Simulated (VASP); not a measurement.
Wanted: the native input for a VASP 6.6.1 run.

```yaml
Task: single point
Functional: PBE
Dispersion: D3(BJ)
Potentials_or_basis: VASP PAW PBE potentials, release 64 (Cl)
Cutoff: 520 eV
k_mesh: 1 × 1 × 1
Occupations: fermi-dirac, width 0.02 eV
Spin: no spin polarisation
Dipole_correction: no
Further_INCAR_settings: LREAL = Auto; ALGO = Normal; EDIFF = 1e-06; NBANDS = 70
```

The structure of Cl lies in POSCAR:

```
Cl
1.0
    7.8297350000      0.0000000000      0.0000000000
    0.0000000000      7.8297350000      0.0000000000
    0.0000000000      0.0000000000      7.8297350000
Cl
16
Direct
    0.3191934337      0.5698277145      0.2104541214
    0.3204323007      0.5913099230     -0.0500655514
    0.0606789374      0.9112568944      0.9807739342
    0.1307068502      1.0083483030      0.7372918751
    0.6785031677      0.0504870216      0.5333258405
    0.6410689506      0.0616368242      0.2678890154
    0.9434163481      0.5485626270      0.3368568668
    0.9368260867      0.5524580334      0.6148100798
    0.9552813729      0.5285874937      0.9825492178
    0.6926798927      0.5853710247      0.9888584990
    0.2321151354      0.1771579753      0.4908978401
    0.1461990731      0.0914334904      0.2417067755
    0.3412120589      0.5672478060      0.5657151870
    0.6181562978      0.5378342945      0.5840427550
    0.6576467786      0.0754559382      0.9140156084
    0.4588405610      0.2421282457      0.9136069101
```

These files were run (other wordings do the same):

INCAR

```
SYSTEM = Cl
  PREC = Accurate
  ENCUT = 520
  EDIFF = 1E-6
  ISMEAR = -1
  SIGMA = 0.02
  LREAL = Auto
  LASPH = .TRUE.
  NELM = 60
  ALGO = Normal
  ISIF = 2
  LWAVE = .FALSE.
  LCHARG = .FALSE.
  GGA = PE
  IVDW = 12
  NBANDS = 70
```

KPOINTS

```
regular mesh
0
G
  1 1 1
  0 0 0
```

Potentials or basis: VASP PAW PBE potentials, release 64 (Cl).

Launch:

```bash
$ cat potpaw_PBE.64/Cl/POTCAR > POTCAR
$ mpirun -np 1 vasp_gam > vasp.out
```

Results of the run:

- Pressure: -1.8 GPa
- Largest force: 1.314 eV/Å
- Dispersion energy per atom: -0.143 eV

Caveat: the k points lie up to 0.80 Å⁻¹ apart, too coarse for converged energies, forces and pressures.

It took 67 s on 1 thread of Intel(R) Xeon(R) Platinum 8488C (Sapphire Rapids) (shared host), peak memory 0.41 GiB.
